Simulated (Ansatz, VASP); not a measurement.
Two plane-wave programs on Pd

```xyz
7
Lattice="2.7144 0.0000 0.0000 1.3572 2.3507 0.0000 0.0000 0.0000 29.2977" Properties=species:S:1:pos:R:3 pbc="T T T"
Pd    0.0000    0.0000    8.0031
Pd    1.3572    0.7836   10.2284
Pd    2.7144    1.5671   12.4384
Pd    0.0000    0.0000   14.6488
Pd    1.3572    0.7836   16.8593
Pd    2.7144    1.5671   19.0693
Pd    0.0000    0.0000   21.2945
```

Alike in both runs: functional LDA; k mesh 14 × 14 × 1; no spin polarisation.

Ansatz relaxed the structure, and its values are those at the end. VASP's run is a single point on that final structure, the one shown.

|  | VASP | Ansatz |
| --- | --- | --- |
| version | VASP 6.6.1 | Ansatz 0.2.0 |
| potentials or method | VASP PAW LDA potentials, release 64 (Pd) | plane-wave PAW, scalar-relativistic |
| plane-wave cutoff (eV) | 520 | 420 |
| occupations | methfessel-paxton of order 1, width 0.1 eV | cold, width 0.1 eV |
| valence electrons in the cell | 70 | 126 |

Ansatz gave:

| Quantity | Value |
| --- | --- |
| rms of the force components (eV/Å) | 0.000 |

**Question.** Which values does VASP return?

**Answer.** rms of the force components (eV/Å): 0.004.

Ansatz warns that its potentials were made for another functional, while VASP's fit it. LDA's correlation is that of Perdew and Zunger in VASP and of Perdew and Wang (1992) in Ansatz. VASP's potentials hold 70 valence electrons a cell and Ansatz's 126, so a difference there can come from the potentials and not from the codes.
